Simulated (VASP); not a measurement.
# Cr (Im-3m) in VASP: further runs

Runs on Cr. Level: PBE. Tasks: single point.

All numbers are computed with VASP 6.6.1; they aren't measurements. Logs are shortened: lines on timing, memory, paths and dates and some standing lists are left out, and cuts for length are marked.

### 1 The cell of the first run

Symmetry: Im-3m, No. 229, cubic system. The conventional cell has a = 2.969 Å, b = 2.969 Å, c = 2.969 Å, α = 90.00°, β = 90.00°, γ = 90.00°. Cr (site symmetry m-3m) has 14 Cr at 2.57 to 2.97 Å within 3.4 Å.

### 2 Single point, PBE, collinear spin, ferromagnetic start

INCAR

```
PREC = Accurate ; ENCUT = 500
EDIFF = 1E-6 ; ISMEAR = -1
SIGMA = 0.1 ; LREAL = False
LASPH = True ; NELM = 200
ALGO = Normal ; ISIF = 2
LWAVE = False ; LCHARG = True
ISPIN = 2 ; MAGMOM = 3.9 3.9
LORBIT = 11 ; LMAXMIX = 4
GGA = PE ; LELF = True
LVHAR = True ; NBANDS = 23
GGA_COMPAT = False
```

KPOINTS

```
Automatic mesh
0
Gamma
  11 11 11
```

POSCAR

```
Cr
1.0
    2.9688990000      0.0000000000      0.0000000000
    0.0000000000      2.9688990000      0.0000000000
    0.0000000000      0.0000000000      2.9688990000
Cr
2
Direct
    0.0000000000      0.0000000000      0.0000000000
    0.5000000000      0.5000000000      0.5000000000
```

Potentials or basis: VASP PAW PBE potentials, release 64 (Cr_pv).

The run is started by

```console
> cat potpaw_PBE.64/Cr_pv/POTCAR > POTCAR
> mpirun -np 1 vasp_std > vasp.out
```

OUTCAR:

```text
PREC = Accurate
   ENCUT = 500
   EDIFF = 1E-6
   ISMEAR = -1
   LREAL = False
   LASPH = True
   NELM = 200
   ISIF = 2
   ISPIN = 2
   LORBIT = 11
   GGA = PE

 ion  position               nearest neighbor table
   1  0.000  0.000  0.000-   2 2.57   2 2.57   2 2.57   2 2.57   2 2.57   2 2.57   2 2.57   2 2.57

   2  0.500  0.500  0.500-   1 2.57   1 2.57   1 2.57   1 2.57   1 2.57   1 2.57   1 2.57   1 2.57

  LATTYP: Found a simple cubic cell.
 ALAT       =     2.9688990000

  Lattice vectors:

 A1 = (   2.9688990000,   0.0000000000,   0.0000000000)
 A2 = (   0.0000000000,   2.9688990000,   0.0000000000)
 A3 = (   0.0000000000,   0.0000000000,   2.9688990000)

Analysis of symmetry for initial positions (statically):
=====================================================================
 Subroutine PRICEL returns following result:

  LATTYP: Found a body centered cubic cell.
 ALAT       =     2.9688990000

  Lattice vectors:

 A1 = (   1.4844495000,   1.4844495000,  -1.4844495000)
 A2 = (  -1.4844495000,   1.4844495000,   1.4844495000)
 A3 = (   1.4844495000,  -1.4844495000,   1.4844495000)

   2 primitive cells build up your supercell.

 Routine SETGRP: Setting up the symmetry group for a
 simple cubic supercell.

 Subroutine GETGRP returns: Found 48 space group operations
 (whereof 48 operations were pure point group operations)
 out of a pool of 48 trial point group operations.

The static configuration has the point symmetry O_h .

Analysis of symmetry for dynamics (positions and initial velocities):
=====================================================================
 Subroutine PRICEL returns following result:

  LATTYP: Found a body centered cubic cell.
 ALAT       =     2.9688990000

  Lattice vectors:

 A1 = (   1.4844495000,   1.4844495000,  -1.4844495000)
 A2 = (  -1.4844495000,   1.4844495000,   1.4844495000)
 A3 = (   1.4844495000,  -1.4844495000,   1.4844495000)

   2 primitive cells build up your supercell.

 Routine SETGRP: Setting up the symmetry group for a
 simple cubic supercell.

 Subroutine GETGRP returns: Found 48 space group operations
 (whereof 48 operations were pure point group operations)
 out of a pool of 48 trial point group operations.

The dynamic configuration has the point symmetry O_h .

Analysis of structural, dynamic, and magnetic symmetry:
=====================================================================
 Subroutine PRICEL returns following result:

  LATTYP: Found a body centered cubic cell.
 ALAT       =     2.9688990000

  Lattice vectors:

 A1 = (   1.4844495000,   1.4844495000,  -1.4844495000)
 A2 = (  -1.4844495000,   1.4844495000,   1.4844495000)
 A3 = (   1.4844495000,  -1.4844495000,   1.4844495000)

   2 primitive cells build up your supercell.

 Routine SETGRP: Setting up the symmetry group for a
 simple cubic supercell.

 Subroutine GETGRP returns: Found 48 space group operations
 (whereof 48 operations were pure point group operations)
 out of a pool of 48 trial point group operations.

The overall configuration has the point symmetry O_h .

 Subroutine INISYM returns: Found 48 space group operations
 (whereof 48 operations are pure point group operations),
 and found     2 'primitive' translations

----------------------------------------------------------------------------------------

                                     Primitive cell

  volume of cell :      13.0845

  direct lattice vectors                    reciprocal lattice vectors
     1.484449500  1.484449500 -1.484449500     0.336825200  0.336825200  0.000000000
    -1.484449500  1.484449500  1.484449500    -0.000000000  0.336825200  0.336825200
     1.484449500 -1.484449500  1.484449500     0.336825200  0.000000000  0.336825200

  length of vectors
     2.571141955  2.571141955  2.571141955     0.476342766  0.476342766  0.476342766

  position of ions in fractional coordinates (direct lattice)
     0.000000000  0.000000000  0.000000000

  ion indices of the primitive-cell ions
   primitive index   ion index
                 1           1

----------------------------------------------------------------------------------------

 KPOINTS: Automatic mesh

Automatic generation of k-mesh.
 Grid dimensions read from file:
 generate k-points for:   11   11   11

 Generating k-lattice:

  Cartesian coordinates                     Fractional coordinates (reciprocal lattice)
     0.030620473  0.000000000  0.000000000     0.090909091  0.000000000  0.000000000
     0.000000000  0.030620473  0.000000000     0.000000000  0.090909091  0.000000000
     0.000000000  0.000000000  0.030620473     0.000000000  0.000000000  0.090909091

  Length of vectors
     0.030620473  0.030620473  0.030620473

  Shift w.r.t. Gamma in fractional coordinates (k-lattice)
     0.000000000  0.000000000  0.000000000

 Subroutine IBZKPT returns following result:
 ===========================================

 Found     56 irreducible k-points:

 Following reciprocal coordinates:
            Coordinates               Weight
  0.000000  0.000000  0.000000      1.000000
  0.090909  0.000000  0.000000      6.000000
  0.181818  0.000000  0.000000      6.000000
  0.272727  0.000000  0.000000      6.000000
  0.363636  0.000000  0.000000      6.000000
  0.454545  0.000000  0.000000      6.000000
[... 16 lines left out ...]
  0.181818  0.090909  0.090909     24.000000
  0.272727  0.090909  0.090909     24.000000
 [... further k-points ...]
   k-points           NKPTS =     56   k-points in BZ     NKDIM =     56   number of bands    NBANDS=     23
   number of dos      NEDOS =    301   number of ions     NIONS =      2
   total plane-waves  NPLWV =  13824
   dimension x,y,z NGX =    24 NGY =   24 NGZ =   24
   dimension x,y,z NGXF=    48 NGYF=   48 NGZF=   48
   ions per type =               2
   NGX,Y,Z   is equivalent  to a cutoff of  13.44, 13.44, 13.44 a.u.
   NGXF,Y,Z  is equivalent  to a cutoff of  26.88, 26.88, 26.88 a.u.
 SYSTEM =  unknown system
   PREC   = accura    normal or accurate (medium, high low for compatibility)
   ISTART =      0    job   : 0-new  1-cont  2-samecut
   ICHARG =      2    charge: 1-file 2-atom 10-const
   ISPIN  =      2    spin polarized calculation?
   LNONCOLLINEAR =      F non collinear calculations
   LSORBIT =      F    spin-orbit coupling
   LASPH  =      T    aspherical Exc in radial PAW
   ENCUT  =  500.0 eV  36.75 Ry    6.06 a.u.   5.41  5.41  5.41*2*pi/ulx,y,z
   NELM   =    200;   NELMIN=  2; NELMDL= -5     # of ELM steps
   EDIFF  = 0.1E-05   stopping-criterion for ELM
   LREAL  =      F    real-space projection
   EDIFFG = 0.1E-04   stopping-criterion for IOM
   NSW    =      0    number of steps for IOM
   IBRION =     -1    ionic relax: 0-MD 1-quasi-New 2-CG
   NFREE  =      0    steps in history (QN), initial steepest desc. (CG)
   ISIF   =      2    stress and relaxation
   ISYM   =      2    0-nonsym 1-usesym 2-fastsym
   POTIM  = 0.5000    time-step for ionic-motion
   TEBEG  =    0.0;   TEEND  =   0.0 temperature during run
   PSTRESS=    0.0 pullay stress
   NELECT =      24.0000    total number of electrons
   NUPDOWN=      -1.0000    fix difference up-down
   EMIN   =  10.00;   EMAX   =-10.00  energy-range for DOS
   EFERMI =   0.00;   METHOD = LEGACY
   ISMEAR =    -1;   SIGMA  =   0.10  broadening in eV -4-tet -1-fermi 0-gaus
   EFERMI_NEDOS =   21; number of points for ismear=-14 and -15
   IALGO  =     38    algorithm
   IMIX   =      4    mixing-type and parameters
     AMIX     =   0.40;   BMIX     =  1.00
     AMIX_MAG =   1.60;   BMIX_MAG =  1.00
  volume/ion in A,a.u.               =      13.08        88.30
  Fermi-wavevector in a.u.,A,eV,Ry     =   1.590559  3.005721 34.421085  2.529878
  Thomas-Fermi vector in A             =   2.689235
   LORBIT       =     11    0 simple, 1 ext, 2 COOP (PROOUT), +10 PAW based schemes
   GGA     = PE    functional components
   LHFCALC =     F    Hartree Fock is set to
   AEXX    =    0.0000 exact exchange contribution
   IVDW    =     0    specifies the selected vdW correction
   LEPSILON=     F    determine dielectric tensor
   LRPA    =     F    only Hartree local field effects (RPA)
 spin polarized calculation
  energy-cutoff  :      500.00
  volume of cell :       26.17
 maximum number of plane-waves:       691
 NGX is ok and might be reduce to    24
   NGX = 11   NGY = 11   NGZ = 11

 number of electron      24.0000016 magnetization      -0.0015639

 number of electron      24.0000016 magnetization       0.0000088

 Free energy of the ion-electron system (eV)
  ---------------------------------------------------
  ext. energy  EPLUGINS =         0.00000000
  ---------------------------------------------------
  free energy    TOTEN  =       -18.78903117 eV

  energy without entropy =      -18.73276362  energy(sigma->0) =      -18.76089740

 E-fermi :   9.2755     XC(G=0): -12.9649

 val. band max:        9.2622258024   @ k =   0.1818   0.1818   0.0909
 cond. band min:       9.2960994076   @ k =   0.3636   0.0000   0.0000
 fundamental gap:      0.0338736052
 Fermi energy:         9.2755370585

 spin component 1

 k-point     1 :       0.0000    0.0000    0.0000
  band No.  band energies     occupation
      1     -34.0107      1.00000
      2     -34.0107      1.00000
      3     -34.0107      1.00000
      4     -33.5818      1.00000
      5     -33.5818      1.00000
      6     -33.5818      1.00000
[... 613 lines left out ...]
     22      20.7898      0.00000
     23      26.4864      0.00000

 [... further k-points ...]

 spin component 2

 k-point     1 :       0.0000    0.0000    0.0000
  band No.  band energies     occupation
      1     -34.0107      1.00000
      2     -34.0107      1.00000
      3     -34.0107      1.00000
      4     -33.5818      1.00000
      5     -33.5818      1.00000
      6     -33.5818      1.00000
[... 613 lines left out ...]
     22      20.7897      0.00000
     23      26.4863      0.00000

 [... further k-points ...]
[... 5 lines left out ...]
  --------------------------------------------------------------------------------------
  -------------------------------------------------------------------------------------
  Total       -4.0658972     -4.0658972     -4.0658972      0.0000000      0.0000000     -0.0000000
  in kB     -248.9319882   -248.9319882   -248.9319882      0.0000000      0.0000000     -0.0000000
  external PRESSURE =    -248.9319882 kB  Pullay stress =       0.0000000 kB

 VOLUME and BASIS-vectors are now :
 -----------------------------------------------------------------------------
  energy-cutoff  :      500.00
  volume of cell :       26.17
      direct lattice vectors                 reciprocal lattice vectors
     2.968899000  0.000000000  0.000000000     0.336825200  0.000000000  0.000000000
     0.000000000  2.968899000  0.000000000     0.000000000  0.336825200  0.000000000
     0.000000000  0.000000000  2.968899000     0.000000000  0.000000000  0.336825200

 POSITION                                       TOTAL-FORCE (eV/Angst)
 -----------------------------------------------------------------------------------
      0.00000      0.00000      0.00000         0.000000      0.000000     -0.000000
      1.48445      1.48445      1.48445        -0.000000     -0.000000      0.000000
 -----------------------------------------------------------------------------------
    total drift:                                0.000000      0.000000     -0.000000

  FREE ENERGIE OF THE ION-ELECTRON SYSTEM (eV)
  ---------------------------------------------------
  free  energy   TOTEN  =       -18.7890311712 eV

  energy  without entropy=      -18.7327636246  energy(sigma->0) =      -18.76089740

 total charge

# of ion       s       p       d       tot
------------------------------------------
    1        0.397   6.330   4.087  10.814
    2        0.397   6.330   4.087  10.814
--------------------------------------------------
tot          0.794  12.661   8.173  21.628

 magnetization (x)

# of ion       s       p       d       tot
------------------------------------------
    1       -0.000  -0.000   0.000   0.000
    2       -0.000  -0.000   0.000   0.000
--------------------------------------------------
tot         -0.000  -0.000   0.000   0.000
```

It took 46 s on 1 thread of Intel Xeon 6975P-C, shared host; peak memory 0.17 GiB.

What came out:

| Property | Result |
| --- | --- |
| Free energy | -18.7890 eV |
| Pressure | -24.9 GPa |
| Band gap on the k mesh | zero (filled and empty bands overlap) |
| Net moment | 0.00 μB per cell |
| Valence electrons inside the program's atomic spheres | Cr 10.81 |

Caveat: the starting moments collapsed, and a magnetic state may lie lower.

### 3 Single point, PBE, collinear spin, ferromagnetic start

INCAR

```
SYSTEM = Cr
PREC = Accurate
ENCUT = 500
EDIFF = 1E-6
ISMEAR = -1
SIGMA = 0.1
LREAL = .False.
LASPH = .True.
NELM = 200
ALGO = Normal
ISIF = 2
LWAVE = .False.
LCHARG = .False.
ISPIN = 2
MAGMOM = 3.9 3.9
LORBIT = 11
LMAXMIX = 4
GGA = PE
NBANDS = 23
GGA_COMPAT = .False.
```

KPOINTS

```
regular mesh
0
Gamma
  11 11 11
  0 0 0
```

POSCAR is that of step 2.

Potentials or basis: VASP PAW PBE potentials, release 64 (Cr_pv).

The run is started by

```console
> cat potpaw_PBE.64/Cr_pv/POTCAR > POTCAR
> mpirun -np 1 vasp_std > vasp.out
```

OUTCAR:

```text
SYSTEM = Cr
   PREC = Accurate
   ENCUT = 500
   EDIFF = 1E-6
   ISMEAR = -1
   LREAL = .False.
   LASPH = .True.
   NELM = 200
   ISIF = 2
   ISPIN = 2
   LORBIT = 11
   GGA = PE

 ion  position               nearest neighbor table
   1  0.000  0.000  0.000-   2 2.57   2 2.57   2 2.57   2 2.57   2 2.57   2 2.57   2 2.57   2 2.57

   2  0.500  0.500  0.500-   1 2.57   1 2.57   1 2.57   1 2.57   1 2.57   1 2.57   1 2.57   1 2.57

  LATTYP: Found a simple cubic cell.
 ALAT       =     2.9688990000

  Lattice vectors:

 A1 = (   2.9688990000,   0.0000000000,   0.0000000000)
 A2 = (   0.0000000000,   2.9688990000,   0.0000000000)
 A3 = (   0.0000000000,   0.0000000000,   2.9688990000)

Analysis of symmetry for initial positions (statically):
=====================================================================
 Subroutine PRICEL returns following result:

  LATTYP: Found a body centered cubic cell.
 ALAT       =     2.9688990000
[... 12 lines left out ...]
 Subroutine GETGRP returns: Found 48 space group operations
 (whereof 48 operations were pure point group operations)
 out of a pool of 48 trial point group operations.
[... 835 lines left out ...]
  band No.  band energies     occupation
      1     -34.0107      1.00000
      2     -34.0107      1.00000
      3     -34.0107      1.00000
      4     -33.5818      1.00000
      5     -33.5818      1.00000
      6     -33.5818      1.00000
[... 613 lines left out ...]
     22      20.7897      0.00000
     23      26.4863      0.00000

 [... further k-points ...]
[... 5 lines left out ...]
  --------------------------------------------------------------------------------------
  -------------------------------------------------------------------------------------
  Total       -4.0658972     -4.0658972     -4.0658972      0.0000000      0.0000000     -0.0000000
  in kB     -248.9319882   -248.9319882   -248.9319882      0.0000000      0.0000000     -0.0000000
  external PRESSURE =    -248.9319882 kB  Pullay stress =       0.0000000 kB

 VOLUME and BASIS-vectors are now :
 -----------------------------------------------------------------------------
  energy-cutoff  :      500.00
  volume of cell :       26.17
      direct lattice vectors                 reciprocal lattice vectors
     2.968899000  0.000000000  0.000000000     0.336825200  0.000000000  0.000000000
     0.000000000  2.968899000  0.000000000     0.000000000  0.336825200  0.000000000
     0.000000000  0.000000000  2.968899000     0.000000000  0.000000000  0.336825200

 POSITION                                       TOTAL-FORCE (eV/Angst)
 -----------------------------------------------------------------------------------
      0.00000      0.00000      0.00000         0.000000      0.000000     -0.000000
      1.48445      1.48445      1.48445        -0.000000     -0.000000      0.000000
 -----------------------------------------------------------------------------------
    total drift:                                0.000000      0.000000     -0.000000

  FREE ENERGIE OF THE ION-ELECTRON SYSTEM (eV)
  ---------------------------------------------------
  free  energy   TOTEN  =       -18.7890311712 eV

  energy  without entropy=      -18.7327636246  energy(sigma->0) =      -18.76089740

 total charge

# of ion       s       p       d       tot
------------------------------------------
    1        0.397   6.330   4.087  10.814
    2        0.397   6.330   4.087  10.814
--------------------------------------------------
tot          0.794  12.661   8.173  21.628

 magnetization (x)

# of ion       s       p       d       tot
------------------------------------------
    1       -0.000  -0.000   0.000   0.000
    2       -0.000  -0.000   0.000   0.000
--------------------------------------------------
tot         -0.000  -0.000   0.000   0.000
```

It took 50 s on 1 thread of Intel Xeon 6975P-C, shared host; peak memory 0.17 GiB.

What came out:

- Free energy: -18.7890 eV
- Pressure: -24.9 GPa
- Band gap on the k mesh: zero (filled and empty bands overlap)
- Net moment: 0.00 μB per cell
- Valence electrons inside the program's atomic spheres: Cr 10.81

Levels at points of the mesh, in eV from the Fermi level:
Spin up:
| k point | band 8 | band 9 | band 10 | band 11 | band 12 | band 13 | band 14 | band 15 | band 16 | band 17 |
| --- | --- | --- | --- | --- | --- | --- | --- | --- | --- | --- |
| (0.00, 0.00, 0.00) | -3.58 | -3.58 | -0.75 | -0.75 | -0.75 | 1.00 | 1.00 | 2.06 | 2.06 | 2.06 |
Spin down:
```tsv
k point	band 10	band 11	band 12	band 13	band 14	band 15
(0.00, 0.00, 0.00)	-0.75	-0.75	-0.75	1.00	1.00	2.06
```

Caveat: the starting moments collapsed, and a magnetic state may lie lower.
